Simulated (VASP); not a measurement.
# GaN (P6_3mc) in VASP: a series of runs

Aim: see how the results for GaN move with the level of theory and the settings. Levels: r2SCAN, PBE. Tasks: relaxation of the atoms, single point.

Everything below comes from runs of VASP 6.6.1. Logs are shortened: lines on timing, memory, paths and dates and some standing lists are left out, and cuts for length are marked.

### Step 1. The cell of the first run

The structure is hexagonal, space group P6_3mc (No. 186). The conventional cell has a = 3.189 Å, b = 3.189 Å, c = 5.216 Å, α = 90.00°, β = 90.00°, γ = 120.00°. Ga (site symmetry 3m) has 4 N at 1.95 to 1.97 Å within 2.6 Å. Within 2.6 Å of N (site symmetry 3m) lie 4 Ga at 1.95 to 1.97 Å.

### Step 2. Relaxation of the atoms, r2SCAN

POSCAR

```
GaN
1.0
    3.1890000000      0.0000000000      0.0000000000
   -1.5945000000      2.7617550100      0.0000000000
    0.0000000000      0.0000000000      5.2161100000
Ga N
2 2
Direct
    0.3333333333      0.6666666667      0.0000000000
    0.6666666667      0.3333333333      0.5000000000
    0.3333333333      0.6666666667      0.3770000000
    0.6666666667      0.3333333333      0.8770000000
```

INCAR.step1

```
PREC = Accurate ; ENCUT = 520
ISMEAR = 0 ; SIGMA = 0.05
LREAL = False ; LASPH = True
NELM = 80 ; GGA = PE
ALGO = Normal ; EDIFF = 1E-4
LWAVE = True ; LCHARG = False
```

INCAR.step2

```
PREC = Accurate ; ENCUT = 520
EDIFF = 1E-6 ; ISMEAR = 0
SIGMA = 0.05 ; LREAL = False
LASPH = True ; NELM = 80
ALGO = Normal ; ISIF = 2
LWAVE = False ; LCHARG = False
METAGGA = R2SCAN ; LMIXTAU = True
IBRION = 2 ; NSW = 80
EDIFFG = -0.003 ; ISTART = 1
```

KPOINTS

```
regular mesh
0
Gamma
  8 8 5
```

Potentials or basis: VASP PAW PBE potentials, release 64 (Ga_d, N).

Started as:

```sh
$ cat potpaw_PBE.64/Ga_d/POTCAR potpaw_PBE.64/N/POTCAR > POTCAR
$ cp INCAR.step1 INCAR
$ mpirun -np 1 vasp_std > vasp.out
$ cp INCAR.step2 INCAR
$ mpirun -np 1 vasp_std > vasp.out
```

OUTCAR:

```text
PREC = Accurate
   ENCUT = 520
   EDIFF = 1E-6
   ISMEAR = 0
   LREAL = False
   LASPH = True
   NELM = 80
   ISIF = 2
   METAGGA = R2SCAN
   IBRION = 2
   NSW = 80
   EDIFFG = -0.003
   ISTART = 1

 ion  position               nearest neighbor table
   1  0.333  0.667  0.000-   4 1.95   4 1.95   4 1.95   3 1.97
   2  0.667  0.333  0.500-   3 1.95   3 1.95   3 1.95   4 1.97
   3  0.333  0.667  0.377-   2 1.95   2 1.95   2 1.95   1 1.97
   4  0.667  0.333  0.877-   1 1.95   1 1.95   1 1.95   2 1.97

  LATTYP: Found a hexagonal cell.
 ALAT       =     3.1890000000
 C/A-ratio  =     1.6356569458

  Lattice vectors:

 A1 = (   3.1890000000,   0.0000000000,   0.0000000000)
 A2 = (  -1.5945000000,   2.7617550100,   0.0000000000)
 A3 = (   0.0000000000,   0.0000000000,   5.2161100000)

Analysis of symmetry for initial positions (statically):
=====================================================================
 Subroutine PRICEL returns:
 Original cell was already a primitive cell.

 Routine SETGRP: Setting up the symmetry group for a
 hexagonal supercell.

 Subroutine GETGRP returns: Found 12 space group operations
 (whereof  6 operations were pure point group operations)
 out of a pool of 24 trial point group operations.

The static configuration has the point symmetry C_3v.
 The point group associated with its full space group is C_6v.

Analysis of symmetry for dynamics (positions and initial velocities):
=====================================================================
 Subroutine PRICEL returns:
 Original cell was already a primitive cell.

 Routine SETGRP: Setting up the symmetry group for a
 hexagonal supercell.

 Subroutine GETGRP returns: Found 12 space group operations
 (whereof  6 operations were pure point group operations)
 out of a pool of 24 trial point group operations.

The dynamic configuration has the point symmetry C_3v.
 The point group associated with its full space group is C_6v.

 Subroutine INISYM returns: Found 12 space group operations
 (whereof  6 operations are pure point group operations),
 and found     1 'primitive' translations

----------------------------------------------------------------------------------------

                                     Primitive cell

  volume of cell :      45.9395

  direct lattice vectors                    reciprocal lattice vectors
     3.189000000  0.000000000  0.000000000     0.313577924  0.181044299  0.000000000
    -1.594500000  2.761755010  0.000000000     0.000000000  0.362088598  0.000000000
     0.000000000  0.000000000  5.216110000     0.000000000  0.000000000  0.191713748

  length of vectors
     3.189000000  3.188999998  5.216110000     0.362088598  0.362088598  0.191713748

  position of ions in fractional coordinates (direct lattice)
     0.333333333  0.666666667  0.000000000
     0.666666667  0.333333333  0.500000000
     0.333333333  0.666666667  0.377000000
     0.666666667  0.333333333  0.877000000

  ion indices of the primitive-cell ions
   primitive index   ion index
                 1           1
                 2           2
                 3           3
                 4           4

----------------------------------------------------------------------------------------

 KPOINTS: regular mesh

Automatic generation of k-mesh.
 Grid dimensions read from file:
 generate k-points for:    8    8    5

 Generating k-lattice:

  Cartesian coordinates                     Fractional coordinates (reciprocal lattice)
     0.039197241  0.022630537  0.000000000     0.125000000  0.000000000  0.000000000
     0.000000000  0.045261075  0.000000000     0.000000000  0.125000000  0.000000000
     0.000000000  0.000000000  0.038342750     0.000000000  0.000000000  0.200000000

  Length of vectors
     0.045261075  0.045261075  0.038342750

  Shift w.r.t. Gamma in fractional coordinates (k-lattice)
     0.000000000  0.000000000  0.000000000

 Subroutine IBZKPT returns following result:
 ===========================================

 Found     30 irreducible k-points:

 Following reciprocal coordinates:
            Coordinates               Weight
  0.000000  0.000000  0.000000      1.000000
  0.125000 -0.000000  0.000000      6.000000
  0.250000 -0.000000  0.000000      6.000000
  0.375000 -0.000000  0.000000      6.000000
  0.500000 -0.000000  0.000000      3.000000
  0.125000  0.125000  0.000000      6.000000
[... 16 lines left out ...]
  0.250000 -0.000000  0.400000     12.000000
  0.375000 -0.000000  0.400000     12.000000
 [... further k-points ...]
   k-points           NKPTS =     30   k-points in BZ     NKDIM =     30   number of bands    NBANDS=     22
   number of dos      NEDOS =    301   number of ions     NIONS =      4
   total plane-waves  NPLWV =  23040
   dimension x,y,z NGX =    24 NGY =   24 NGZ =   40
   dimension x,y,z NGXF=    48 NGYF=   48 NGZF=   80
   ions per type =               2   2
   NGX,Y,Z   is equivalent  to a cutoff of  12.51, 12.51, 12.75 a.u.
   NGXF,Y,Z  is equivalent  to a cutoff of  25.02, 25.02, 25.50 a.u.
 SYSTEM =  unknown system
   PREC   = accura    normal or accurate (medium, high low for compatibility)
   ISTART =      1    job   : 0-new  1-cont  2-samecut
   ICHARG =      0    charge: 1-file 2-atom 10-const
   ISPIN  =      1    spin polarized calculation?
   LNONCOLLINEAR =      F non collinear calculations
   LSORBIT =      F    spin-orbit coupling
   LASPH  =      T    aspherical Exc in radial PAW
   ENCUT  =  520.0 eV  38.22 Ry    6.18 a.u.   5.93  5.93  9.70*2*pi/ulx,y,z
   NELM   =     80;   NELMIN=  2; NELMDL=  0     # of ELM steps
   EDIFF  = 0.1E-05   stopping-criterion for ELM
   LREAL  =      F    real-space projection
   EDIFFG = -.3E-02   stopping-criterion for IOM
   NSW    =     80    number of steps for IOM
   IBRION =      2    ionic relax: 0-MD 1-quasi-New 2-CG
   NFREE  =      1    steps in history (QN), initial steepest desc. (CG)
   ISIF   =      2    stress and relaxation
   ISYM   =      2    0-nonsym 1-usesym 2-fastsym
   POTIM  = 0.5000    time-step for ionic-motion
   TEBEG  =    0.0;   TEEND  =   0.0 temperature during run
   PSTRESS=    0.0 pullay stress
   NELECT =      36.0000    total number of electrons
   NUPDOWN=      -1.0000    fix difference up-down
   EMIN   =  10.00;   EMAX   =-10.00  energy-range for DOS
   EFERMI =   0.00;   METHOD = LEGACY
   ISMEAR =     0;   SIGMA  =   0.05  broadening in eV -4-tet -1-fermi 0-gaus
   EFERMI_NEDOS =   21; number of points for ismear=-14 and -15
   IALGO  =     38    algorithm
   IMIX   =      4    mixing-type and parameters
     AMIX     =   0.40;   BMIX     =  1.00
     AMIX_MAG =   1.60;   BMIX_MAG =  1.00
  volume/ion in A,a.u.               =      11.48        77.50
  Fermi-wavevector in a.u.,A,eV,Ry     =   1.509316  2.852194 30.994548  2.278035
  Thomas-Fermi vector in A             =   2.619654
   LORBIT       =      0    0 simple, 1 ext, 2 COOP (PROOUT), +10 PAW based schemes
   METAGGA = R2SCAN    functional components
   LHFCALC =     F    Hartree Fock is set to
   AEXX    =    0.0000 exact exchange contribution
   IVDW    =     0    specifies the selected vdW correction
   LEPSILON=     F    determine dielectric tensor
   LRPA    =     F    only Hartree local field effects (RPA)
 conjugate gradient relaxation of ions
 non-spin polarized calculation
 Gauss-broadening in eV      SIGMA  =   0.05
  energy-cutoff  :      520.00
  volume of cell :       45.94
 maximum number of plane-waves:      1259
 NGX is ok and might be reduce to    24
   NGX = 11   NGY = 11   NGZ = 19

--------------------------------------- Ionic step        1  -------------------------------------------

 number of electron      35.9999976 magnetization

 Free energy of the ion-electron system (eV)
  ---------------------------------------------------
  ext. energy  EPLUGINS =         0.00000000
  ---------------------------------------------------
  free energy    TOTEN  =       -43.82054372 eV

  energy without entropy =      -43.82054372  energy(sigma->0) =      -43.82054372

------------------------ aborting loop because EDIFF is reached ----------------------------------------

  FORCE on cell =-STRESS in cart. coord.  units (eV):
  Direction    XX          YY          ZZ          XY          YZ          ZX
  --------------------------------------------------------------------------------------
  -------------------------------------------------------------------------------------
  Total       -0.0559140     -0.0559140     -0.5991423      0.0000000     -0.0000000      0.0000000
  in kB       -1.9500438     -1.9500438    -20.8955663      0.0000000     -0.0000000      0.0000000
  external PRESSURE =      -8.2652180 kB  Pullay stress =       0.0000000 kB
[... 61 lines left out ...]
  energy  without entropy=      -43.8209199355  energy(sigma->0) =      -43.82091994

--------------------------------------- Ionic step        3  -------------------------------------------

 number of electron      35.9999976 magnetization

 Free energy of the ion-electron system (eV)
  ---------------------------------------------------
  ext. energy  EPLUGINS =         0.00000000
  ---------------------------------------------------
  free energy    TOTEN  =       -43.82092360 eV

  energy without entropy =      -43.82092360  energy(sigma->0) =      -43.82092360

 E-fermi :   5.2244     XC(G=0): -12.6054

 val. band max:        5.0035428578   @ k =   0.0000   0.0000   0.0000
 cond. band min:       7.2603706982   @ k =   0.0000   0.0000   0.0000
 fundamental gap:      2.2568278404
 Fermi energy:         5.2244493350

 k-point     1 :       0.0000    0.0000    0.0000
  band No.  band energies     occupation
      1     -11.7324      2.00000
      2     -10.7590      2.00000
      3      -8.8306      2.00000
      4      -8.8136      2.00000
      5      -8.8136      2.00000
      6      -8.7476      2.00000
[... 574 lines left out ...]
      6      -8.6241      2.00000
[... 14 lines left out ...]
     21      13.1138      0.00000
     22      13.6338      0.00000

 [... further k-points ...]
[... 5 lines left out ...]
  --------------------------------------------------------------------------------------
  -------------------------------------------------------------------------------------
  Total       -0.1170003     -0.1170003     -0.4941657      0.0000000      0.0000000     -0.0000000
  in kB       -4.0804773     -4.0804773    -17.2344245      0.0000000      0.0000000     -0.0000000
  external PRESSURE =      -8.4651264 kB  Pullay stress =       0.0000000 kB
[... 19 lines left out ...]
  FREE ENERGIE OF THE ION-ELECTRON SYSTEM (eV)
  ---------------------------------------------------
  free  energy   TOTEN  =       -43.8209235964 eV

  energy  without entropy=      -43.8209235964  energy(sigma->0) =      -43.82092360

 reached required accuracy - stopping structural energy minimisation
```

Wall time 13 min (1 thread of AMD EPYC 7R13, shared host); peak memory 0.15 GiB.

What came out:

| Property | Result |
| --- | --- |
| Free energy | -43.8209 eV |
| Energy gained by relaxing | 0.1 meV/atom |
| Ionic steps | 3 |
| Pressure after relaxing | -0.8 GPa |
| Band gap on the k mesh | 2.26 eV, direct |

Step by step:
| step | energy change (eV) | largest force (eV/Å) | pressure (GPa) |
| --- | --- | --- | --- |
| 1 | 0.0000 | 0.0657 | -0.83 |
| 2 | -0.0004 | 0.0072 | -0.85 |
| 3 | -0.0004 | 0.0001 | -0.85 |

Final structure:
```xyz
4
Lattice="3.1890 0.0000 0.0000 -1.5945 2.7618 0.0000 0.0000 0.0000 5.2161" Properties=species:S:1:pos:R:3 pbc="T T T"
Ga    0.0000    1.8412    0.0029
Ga    1.5945    0.9206    2.6109
N     0.0000    1.8412    1.9636
N     1.5945    0.9206    4.5717
```

Caveat: the PAW data sets were made with another functional, which shifts forces and pressure a little. r2SCAN opens gaps a little over a GGA but as a rule still falls short of measured ones.

### Step 3. Single point, PBE

INCAR

```
SYSTEM = GaN
PREC = Accurate
ENCUT = 520
EDIFF = 1E-6
ISMEAR = 0
SIGMA = 0.05
LREAL = .False.
LASPH = .True.
NELM = 80
ALGO = Normal
ISIF = 2
LWAVE = .False.
LCHARG = .False.
GGA = PE
NBANDS = 26
```

KPOINTS

```
regular mesh
0
Gamma
  8 8 5
  0 0 0
```

POSCAR

```
GaN
1.0
    3.1889999985      0.0000000000      0.0000000000
   -1.5944999992      2.7617550113      0.0000000000
    0.0000000000      0.0000000000      5.2161100000
Ga N
2 2
Direct
    0.3333333333      0.6666666667      0.0005070819
    0.6666666667      0.3333333333      0.5005070819
    0.3333333333      0.6666666667      0.3764929181
    0.6666666667      0.3333333333      0.8764929181
```

Potentials or basis: VASP PAW PBE potentials, release 64 (Ga_d, N).

Started as:

```sh
$ cat potpaw_PBE.64/Ga_d/POTCAR potpaw_PBE.64/N/POTCAR > POTCAR
$ mpirun -np 1 vasp_std > vasp.out
```

It took 29 s on 1 thread of Intel Xeon Platinum 8488C (Sapphire Rapids), shared host; peak memory 0.16 GiB.

Results (log left out):

```yaml
Free_energy: -24.3116 eV
Pressure: 4.3 GPa
Band_gap_on_the_k_mesh: 1.86 eV, direct
```

Stress tensor (GPa, compression positive):
```
4.72 0.00 0.00
0.00 4.72 0.00
0.00 0.00 3.61
```

Levels at points of the mesh, in eV from the valence-band top:
| k point | band 15 | band 16 | band 17 | band 18 | band 19 | band 20 | band 21 | band 22 |
| --- | --- | --- | --- | --- | --- | --- | --- | --- |
| (0.00, 0.00, 0.00) | -1.01 | -0.06 | 0.00 | 0.00 | 1.86 | 4.25 | 9.12 | 9.89 |
| (0.50, 0.00, 0.00) | -4.18 | -2.71 | -2.20 | -0.99 | 5.07 | 5.51 | 5.99 | 8.52 |

### Step 4. Single point, PBE

INCAR

```
PREC     = Accurate       # precision mode
ENCUT    = 520            # plane-wave cutoff, eV
EDIFF    = 1E-6           # SCF threshold, eV
ISMEAR   = 0              # smearing method
SIGMA    = 0.03           # smearing width, eV
LREAL    = False          # projectors in reciprocal space
LASPH    = True           # aspherical terms in the spheres
NELM     = 60             # most SCF steps
ALGO     = Normal         # electronic algorithm
ISIF     = 2              # what is computed and relaxed
LWAVE    = False          # write WAVECAR
LCHARG   = True           # write CHGCAR
GGA      = PE             # functional
LELF     = True           # ELF
LVHAR    = True         
NBANDS   = 26             # bands
```

KPOINTS

```
regular mesh
0
Gamma
  8 8 5
```

POSCAR is that of step 3.

Started as:

```sh
$ cat potpaw_PBE.64/Ga_d/POTCAR potpaw_PBE.64/N/POTCAR > POTCAR
$ mpirun -np 1 vasp_std > vasp.out
```

Run time: 29 s. Hardware: 1 thread of Intel Xeon Platinum 8488C (Sapphire Rapids), shared host; peak memory 0.17 GiB.

Results (log left out):

| Quantity | Value |
| --- | --- |
| Free energy | -24.3116 eV |
| Pressure | 4.3 GPa |
| Band gap on the k mesh | 1.86 eV, direct |

Stress tensor (GPa, compression positive):
```
4.72 0.00 0.00
0.00 4.72 0.00
0.00 0.00 3.61
```

Levels at points of the mesh, in eV from the valence-band top:
```
           k point  band 14  band 15  band 16  band 17  band 18  band 19  band 20  band 21  band 22  band 23
(0.00, 0.00, 0.00)    -1.01    -1.01    -0.06     0.00     0.00     1.86     4.25     9.12     9.89     9.89
(0.50, 0.00, 0.00)    -5.28    -4.18    -2.71    -2.20    -0.99     5.07     5.51     5.99     8.52    10.29
```

### Step 5. Overview

```csv
task,level,cell,smearing,gap on the mesh (eV),pressure (GPa)
relaxation of the atoms,r2SCAN,atoms relaxed,gaussian 0.05 eV,2.26,-0.8
single point,PBE,as given,gaussian 0.05 eV,1.86,4.3
single point,PBE,as given,gaussian 0.03 eV,1.86,4.3
```

Alike in all rows: potentials or basis VASP PAW PBE potentials, release 64 (Ga_d, N); no spin polarisation; k mesh 8 × 8 × 5; cutoff (eV) 520.

Caveats: the PAW data sets were made with another functional, which shifts forces and pressure a little (some runs).

Absolute energies hang on the potentials; compare differences alone.
